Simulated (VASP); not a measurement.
# Te (R-3m) in VASP: settings compared

Te is run at these levels: PBEsol, revPBE; tasks: single point, elastic constants.

All numbers are computed with VASP 6.6.1; they aren't measurements. Logs are shortened: lines on timing, memory, paths and dates and some standing lists are left out, and cuts for length are marked.

## (1) The cell of the first run

It takes space group R-3m (No. 166, trigonal). The conventional cell has a = 4.612 Å, b = 4.612 Å, c = 5.073 Å, α = 90.00°, β = 90.00°, γ = 120.00°. Te (site symmetry -3m) has 12 Te at 3.15 to 4.30 Å within 4.4 Å.

## (2) Single point, PBEsol

POSCAR reads:

```
Te
1.0
    2.3059043427      1.3313144930      1.6909537039
   -2.3059043427      1.3313144930      1.6909537039
    0.0000000000     -2.6626289860      1.6909537039
Te
1
Direct
    0.5000000000      0.5000000000      0.5000000000
```

INCAR.step1 reads:

```
SYSTEM = Te
ALGO = Normal
EDIFF = 1E-7
ENCUT = 520
GGA = PS
ISIF = 2
ISMEAR = -1
LASPH = .True.
LCHARG = .True.
LREAL = .False.
LWAVE = .False.
NBANDS = 9
NELM = 60
PREC = Accurate
SIGMA = 0.05
```

KPOINTS.step1 reads:

```
k-points
0
Gamma
  9 9 9
  0 0 0
```

INCAR.step2 reads:

```
SYSTEM = Te
ALGO = Normal
EDIFF = 1E-7
ENCUT = 520
GGA = PS
ICHARG = 11
ISIF = 2
ISMEAR = -5
LASPH = .True.
LCHARG = .False.
LORBIT = 10
LREAL = .False.
LWAVE = .False.
NEDOS = 2001
NELM = 60
PREC = Accurate
SIGMA = 0.05
```

KPOINTS.step2 reads:

```
k-points
0
Gamma
  14 14 14
  0 0 0
```

Potentials or basis: VASP PAW PBE potentials, release 64 (Te).

The run is started by

```bash
$ cat potpaw_PBE.64/Te/POTCAR > POTCAR
$ cp INCAR.step1 INCAR
$ cp KPOINTS.step1 KPOINTS
$ mpirun -np 1 vasp_std > vasp.out
$ cp INCAR.step2 INCAR
$ cp KPOINTS.step2 KPOINTS
$ mpirun -np 1 vasp_std > vasp.out
```

OUTCAR:

```text
SYSTEM = Te
   EDIFF = 1E-7
   ENCUT = 520
   GGA = PS
   ICHARG = 11
   ISIF = 2
   ISMEAR = -5
   LASPH = .True.
   LORBIT = 10
   LREAL = .False.
   NELM = 60
   PREC = Accurate

 ion  position               nearest neighbor table
   1  0.500  0.500  0.500-

  LATTYP: Found a trigonal (rhomboedric) cell.
 ALAT       =     3.1541904739
 COS(alpha) =    -0.0688991668

  Lattice vectors:

 A1 = (   2.3059043427,   1.3313144930,   1.6909537039)
 A2 = (  -2.3059043427,   1.3313144930,   1.6909537039)
 A3 = (   0.0000000000,  -2.6626289860,   1.6909537039)

Analysis of symmetry for initial positions (statically):
=====================================================================
 Subroutine PRICEL returns:
 Original cell was already a primitive cell.

 Routine SETGRP: Setting up the symmetry group for a
 trigonal (rhombohedral) supercell.

 Subroutine GETGRP returns: Found 12 space group operations
 (whereof 12 operations were pure point group operations)
 out of a pool of 12 trial point group operations.

The static configuration has the point symmetry D_3d.

Analysis of symmetry for dynamics (positions and initial velocities):
=====================================================================
 Subroutine PRICEL returns:
 Original cell was already a primitive cell.

 Routine SETGRP: Setting up the symmetry group for a
 trigonal (rhombohedral) supercell.

 Subroutine GETGRP returns: Found 12 space group operations
 (whereof 12 operations were pure point group operations)
 out of a pool of 12 trial point group operations.

The dynamic configuration has the point symmetry D_3d.

 Subroutine INISYM returns: Found 12 space group operations
 (whereof 12 operations are pure point group operations),
 and found     1 'primitive' translations

----------------------------------------------------------------------------------------

                                     Primitive cell

  volume of cell :      31.1462

  direct lattice vectors                    reciprocal lattice vectors
     2.305904343  1.331314493  1.690953704     0.216834667  0.125189553  0.197127415
    -2.305904343  1.331314493  1.690953704    -0.216834667  0.125189553  0.197127415
     0.000000000 -2.662628986  1.690953704     0.000000000 -0.250379107  0.197127415

  length of vectors
     3.154190474  3.154190474  3.154190474     0.318667405  0.318667405  0.318667405

  position of ions in fractional coordinates (direct lattice)
     0.500000000  0.500000000  0.500000000

  ion indices of the primitive-cell ions
   primitive index   ion index
                 1           1

----------------------------------------------------------------------------------------

 KPOINTS: k-points

Automatic generation of k-mesh.
 Grid dimensions read from file:
 generate k-points for:   14   14   14

 Generating k-lattice:

  Cartesian coordinates                     Fractional coordinates (reciprocal lattice)
     0.015488190  0.008942111  0.014080530     0.071428571  0.000000000  0.000000000
    -0.015488190  0.008942111  0.014080530     0.000000000  0.071428571  0.000000000
     0.000000000 -0.017884222  0.014080530     0.000000000  0.000000000  0.071428571

  Length of vectors
     0.022761957  0.022761957  0.022761957

  Shift w.r.t. Gamma in fractional coordinates (k-lattice)
     0.000000000  0.000000000  0.000000000

 TETIRR: Found   4068 inequivalent tetrahedra from    16464

 Subroutine IBZKPT returns following result:
 ===========================================

 Found    288 irreducible k-points:

 Following reciprocal coordinates:
            Coordinates               Weight
  0.000000  0.000000  0.000000      1.000000
  0.071429 -0.000000  0.000000      6.000000
  0.142857 -0.000000  0.000000      6.000000
  0.214286  0.000000  0.000000      6.000000
  0.285714 -0.000000  0.000000      6.000000
  0.357143  0.000000  0.000000      6.000000
[... 16 lines left out ...]
  0.214286  0.142857  0.000000     12.000000
  0.285714  0.142857  0.000000     12.000000
 [... further k-points ...]
   k-points           NKPTS =    288   k-points in BZ     NKDIM =    288   number of bands    NBANDS=      7
   number of dos      NEDOS =   2001   number of ions     NIONS =      1
   total plane-waves  NPLWV =  13824
   dimension x,y,z NGX =    24 NGY =   24 NGZ =   24
   dimension x,y,z NGXF=    48 NGYF=   48 NGZF=   48
   ions per type =               1
   NGX,Y,Z   is equivalent  to a cutoff of  12.65, 12.65, 12.65 a.u.
   NGXF,Y,Z  is equivalent  to a cutoff of  25.30, 25.30, 25.30 a.u.
 SYSTEM =  Te
   PREC   = accura    normal or accurate (medium, high low for compatibility)
   ISTART =      0    job   : 0-new  1-cont  2-samecut
   ICHARG =     11    charge: 1-file 2-atom 10-const
   ISPIN  =      1    spin polarized calculation?
   LNONCOLLINEAR =      F non collinear calculations
   LSORBIT =      F    spin-orbit coupling
   LASPH  =      T    aspherical Exc in radial PAW
   ENCUT  =  520.0 eV  38.22 Ry    6.18 a.u.   5.86  5.86  5.86*2*pi/ulx,y,z
   NELM   =     60;   NELMIN=  2; NELMDL=  0     # of ELM steps
   EDIFF  = 0.1E-06   stopping-criterion for ELM
   LREAL  =      F    real-space projection
   EDIFFG = 0.1E-05   stopping-criterion for IOM
   NSW    =      0    number of steps for IOM
   IBRION =     -1    ionic relax: 0-MD 1-quasi-New 2-CG
   NFREE  =      0    steps in history (QN), initial steepest desc. (CG)
   ISIF   =      2    stress and relaxation
   ISYM   =      2    0-nonsym 1-usesym 2-fastsym
   POTIM  = 0.5000    time-step for ionic-motion
   TEBEG  =    0.0;   TEEND  =   0.0 temperature during run
   PSTRESS=    0.0 pullay stress
   NELECT =       6.0000    total number of electrons
   NUPDOWN=      -1.0000    fix difference up-down
   EMIN   =  10.00;   EMAX   =-10.00  energy-range for DOS
   EFERMI =   0.00;   METHOD = LEGACY
   ISMEAR =    -5;   SIGMA  =   0.05  broadening in eV -4-tet -1-fermi 0-gaus
   EFERMI_NEDOS =   21; number of points for ismear=-14 and -15
   IALGO  =     38    algorithm
   IMIX   =      4    mixing-type and parameters
     AMIX     =   0.40;   BMIX     =  1.00
     AMIX_MAG =   1.60;   BMIX_MAG =  1.00
  volume/ion in A,a.u.               =      31.15       210.18
  Fermi-wavevector in a.u.,A,eV,Ry     =   0.945490  1.786717 12.162947  0.893951
  Thomas-Fermi vector in A             =   2.073397
   LORBIT       =     10    0 simple, 1 ext, 2 COOP (PROOUT), +10 PAW based schemes
   GGA     = PS    functional components
   LHFCALC =     F    Hartree Fock is set to
   AEXX    =    0.0000 exact exchange contribution
   IVDW    =     0    specifies the selected vdW correction
   LEPSILON=     F    determine dielectric tensor
   LRPA    =     F    only Hartree local field effects (RPA)
 non-spin polarized calculation
 Fermi weights with tetrahedron method with Bloechl corrections
  energy-cutoff  :      520.00
  volume of cell :       31.15
 maximum number of plane-waves:       861

 number of electron       5.9999999 magnetization

 Free energy of the ion-electron system (eV)
  ---------------------------------------------------
  ext. energy  EPLUGINS =         0.00000000
  ---------------------------------------------------
  free energy    TOTEN  =        -3.50403987 eV

  energy without entropy =       -3.50403987  energy(sigma->0) =       -3.50403987

 E-fermi :   6.9254     XC(G=0):  -9.6472

 val. band max:        7.2114659864   @ k =   0.0714   0.0714   0.0714
 cond. band min:       6.6815205210   @ k =   0.2857   0.1429   0.1429
 fundamental gap:     -0.5299454654
 Fermi energy:         6.9253732520

 k-point     1 :       0.0000    0.0000    0.0000
  band No.  band energies     occupation
      1      -7.0397      2.00000
      2       7.9200      0.00000
      3       8.3846      0.00000
      4       8.3846      0.00000
      5      13.0112      0.00000
      6      13.0112      0.00000
      7      13.5002      0.00000

 k-point     2 :       0.0714   -0.0000    0.0000
  band No.  band energies     occupation
      1      -6.9755      2.00000
      2       7.4162      0.23561
      3       8.1846      0.00000
      4       8.4381      0.00000
      5      13.0718      0.00000
      6      13.3416      0.00000
      7      14.1172      0.00000

 k-point     3 :       0.1429   -0.0000    0.0000
  band No.  band energies     occupation
      1      -6.7862      2.00000
      2       5.9649      2.08310
      3       8.2946      0.00000
      4       8.5932      0.00000
      5      13.2505      0.00000
      6      13.6023      0.00000
      7      15.9047      0.00000

 k-point     4 :       0.2143    0.0000    0.0000
  band No.  band energies     occupation
      1      -6.4834      2.00000
      2       4.3966      2.00000
      3       8.5252      0.00000
      4       8.8336      0.00000
      5      13.5350      0.00000
      6      13.9616      0.00000
      7      17.8670      0.00000

 k-point     5 :       0.2857   -0.0000    0.0000
  band No.  band energies     occupation
      1      -6.0927      2.00000
      2       2.9522      2.00000
      3       8.8137      0.00000
      4       9.1283      0.00000
      5      13.8965      0.00000
      6      14.4474      0.00000
      7      18.2194      0.00000
[... 161 lines left out ...]
 k-point    22 :       0.1429    0.1429    0.0000
  band No.  band energies     occupation
      1      -6.5060      2.00000
      2       5.9719      2.01166
      3       6.0907      1.92113
      4       8.6546      0.00000
      5      13.7328      0.00000
      6      16.2786      0.00000
      7      16.3952      0.00000

 k-point    23 :       0.2143    0.1429    0.0000
  band No.  band energies     occupation
      1      -6.1922      2.00000
      2       4.4718      2.00000
      3       6.2363      1.87603
      4       8.8901      0.00000
      5      14.0676      0.00000
      6      16.5462      0.00000
      7      18.0851      0.00000

 k-point    24 :       0.2857    0.1429    0.0000
  band No.  band energies     occupation
      1      -5.7945      2.00000
      2       3.0512      2.00000
      3       6.5366      1.60281
      4       9.1819      0.00000
      5      14.4761      0.00000
      6      16.3326      0.00000
      7      18.2227      0.00000

 [... further k-points ...]

------------------------ aborting loop because EDIFF is reached ----------------------------------------

  FORCE on cell =-STRESS in cart. coord.  units (eV):
  Direction    XX          YY          ZZ          XY          YZ          ZX
  --------------------------------------------------------------------------------------
  -------------------------------------------------------------------------------------
  Total       -0.0915607     -0.0915607     -0.0567986      0.0000000     -0.0000000     -0.0000000
  in kB       -4.7099315     -4.7099315     -2.9217530      0.0000000     -0.0000000     -0.0000000
  external PRESSURE =      -4.1138720 kB  Pullay stress =       0.0000000 kB

 VOLUME and BASIS-vectors are now :
 -----------------------------------------------------------------------------
  energy-cutoff  :      520.00
  volume of cell :       31.15
      direct lattice vectors                 reciprocal lattice vectors
     2.305904343  1.331314493  1.690953704     0.216834667  0.125189553  0.197127415
    -2.305904343  1.331314493  1.690953704    -0.216834667  0.125189553  0.197127415
     0.000000000 -2.662628986  1.690953704     0.000000000 -0.250379107  0.197127415

 POSITION                                       TOTAL-FORCE (eV/Angst)
 -----------------------------------------------------------------------------------
      0.00000      0.00000      2.53643         0.000000      0.000000      0.000000
 -----------------------------------------------------------------------------------
    total drift:                                0.000000      0.000000     -0.000000

  FREE ENERGIE OF THE ION-ELECTRON SYSTEM (eV)
  ---------------------------------------------------
  free  energy   TOTEN  =        -3.5040398654 eV

  energy  without entropy=       -3.5040398654  energy(sigma->0) =       -3.50403987

 total charge

# of ion       s       p       d       tot
------------------------------------------
    1        1.443   1.776   0.049   3.268
```

It took 27 s on 1 thread of AMD EPYC 7R13 (Zen 3), shared host; peak memory 0.15 GiB.

Results:

* Valence electrons inside the program's atomic spheres: Te 3.27

Caveat: the PAW data sets were made with another functional, which shifts forces and pressure a little; spin-orbit coupling is left out, which moves the levels of the heavy elements; tetrahedron occupations give inexact forces and stress in metals.

## (3) Elastic constants, PBEsol

INCAR reads:

```
SYSTEM = Te
  PREC = Accurate
  ENCUT = 600
  EDIFF = 1E-8
  ISMEAR = -1
  SIGMA = 0.05
  LREAL = .FALSE.
  LASPH = .TRUE.
  NELM = 100
  ALGO = Normal
  ISIF = 3
  LWAVE = .FALSE.
  LCHARG = .FALSE.
  GGA = PS
  IBRION = 6
  NFREE = 2
  POTIM = 0.015
  NSW = 1
```

KPOINTS reads:

```
Automatic mesh
0
G
  7 7 7
  0 0 0
```

POSCAR is that of step 2.

Potentials or basis: VASP PAW PBE potentials, release 64 (Te).

The run is started by

```bash
$ cat potpaw_PBE.64/Te/POTCAR > POTCAR
$ mpirun -np 1 vasp_std > vasp.out
```

It took 2.9 min on 1 thread of AMD EPYC 7R13 (Zen 3), shared host; peak memory 0.21 GiB.

It converged, with:

```yaml
Voigt_bulk_modulus: 58 GPa
```

Elastic tensor in Voigt notation (GPa, in the Cartesian axes of the cell as first typed):
```
 83  50  52   2   0   0
 50  83  52  -2   0   0
 52  52  49   0   0   0
  2  -2   0 -16   0   0
  0   0   0   0 -16   2
  0   0   0   0   2  16
```

Clamped-ion elastic tensor (GPa):
```
 83  50  52   2   0   0
 50  83  52  -2   0   0
 52  52  49   0   0   0
  2  -2   0 -16   0   0
  0   0   0   0 -16   2
  0   0   0   0   2  16
```

Caveat: the elastic tensor has a negative eigenvalue, so either the cell is unstable as it stands or the mesh is too thin; the PAW data sets were made with another functional, which shifts forces and pressure a little; spin-orbit coupling is left out, which moves the levels of the heavy elements.

## (4) Single point, revPBE

POSCAR is that of step 3.

INCAR.step1 reads:

```
PREC = Accurate
ENCUT = 520
EDIFF = 1E-7
ISMEAR = -4
SIGMA = 0.05
LREAL = False
LASPH = True
NELM = 60
ALGO = Normal
ISIF = 2
LWAVE = False
LCHARG = True
GGA = RE
NBANDS = 9
```

KPOINTS.step1 reads:

```
Automatic mesh
0
Gamma
  6 6 6
```

INCAR.step2 reads:

```
PREC = Accurate
ENCUT = 520
EDIFF = 1E-7
ISMEAR = -5
SIGMA = 0.05
LREAL = False
LASPH = True
NELM = 60
ALGO = Normal
ISIF = 2
LWAVE = False
LCHARG = False
GGA = RE
LORBIT = 11
NEDOS = 2001
ICHARG = 11
```

KPOINTS.step2 reads:

```
Automatic mesh
0
Gamma
  9 9 9
```

The run is started by

```bash
$ cat potpaw_PBE.64/Te/POTCAR > POTCAR
$ cp INCAR.step1 INCAR
$ cp KPOINTS.step1 KPOINTS
$ mpirun -np 1 vasp_std > vasp.out
$ cp INCAR.step2 INCAR
$ cp KPOINTS.step2 KPOINTS
$ mpirun -np 1 vasp_std > vasp.out
```

It took 18 s on 1 thread of Intel Xeon 8259CL, shared host; peak memory 0.14 GiB.

It converged, with:

* Valence electrons inside the program's atomic spheres: Te 3.28

Levels at points of the mesh, in eV from the Fermi level:
```csv
k point,band 1,band 2,band 3,band 4,band 5,band 6
"(0.00, 0.00, 0.00)",-13.96,0.96,1.44,1.44,6.04,6.04
```

Caveat: the PAW data sets were made with another functional, which shifts forces and pressure a little; spin-orbit coupling is left out, which moves the levels of the heavy elements; tetrahedron occupations give inexact forces and stress in metals.
